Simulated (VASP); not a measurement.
A run of VASP 6.6.1 is set up as follows.

The input INCAR:

```
PREC = Accurate
ENCUT = 520
EDIFF = 1E-6
ISMEAR = -1
SIGMA = 0.1
LREAL = F
LASPH = T
NELM = 60
ALGO = Normal
ISIF = 2
LWAVE = F
LCHARG = F
GGA = PS
NBANDS = 18
```

KPOINTS

```
Automatic mesh
0
Gamma
  16 16 16
```

The input POSCAR:

```
CuPd
1.0
    2.9568131149      0.0000000000      0.0000000000
    0.0000000000      2.9568131149      0.0000000000
    0.0000000000      0.0000000000      2.9568131149
Cu Pd
1 1
Direct
    0.0000000000      0.0000000000      0.0000000000
    0.5000000000      0.5000000000      0.5000000000
```

Potentials or basis: VASP PAW PBE potentials, release 64 (Cu, Pd).

Launch:

```console
$ cat potpaw_PBE.64/Cu/POTCAR potpaw_PBE.64/Pd/POTCAR > POTCAR
$ mpirun -np 1 vasp_std > vasp.out
```

What does it give for the pressure?

1.2 GPa.

Caveat: the PAW data sets were made with another functional, which shifts forces and pressure a little.
